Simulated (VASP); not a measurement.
Nb, 5 atoms in the cell. The cell holds a slab with vacuum, 5 atoms: a = 2.882 Å, b = 2.882 Å, c = 24.413 Å, α = 90.00°, β = 90.00°, γ = 109.47°. 

* Program: VASP 6.6.1
* Task: single point
* Functional: PBE
* Potentials or basis: VASP PAW PBE potentials, release 64 (Nb_sv)
* Cutoff: 520 eV
* k mesh: 10 × 10 × 1
* Occupations: fermi-dirac, width 0.05 eV
* Spin: no spin polarisation
* Dipole correction: yes
* Further INCAR settings: ALGO = Normal; EDIFF = 1e-07; NBANDS = 40

Potentials or basis: VASP PAW PBE potentials, release 64 (Nb_sv).

The run is started by

```console
$ cat potpaw_PBE.64/Nb_sv/POTCAR > POTCAR
$ mpirun -np 1 vasp_std > vasp.out
```

Hardware: 1 thread of AMD EPYC 7R43 64-Core Processor (Zen 3) (shared host).

Question: Estimate the wall time of this run.

Answer: Run time: 15 min on 1 thread of AMD EPYC 7R43 64-Core Processor (Zen 3), on a shared host, peak memory 0.35 GiB. Counts: scf iterations 27, k points 31.
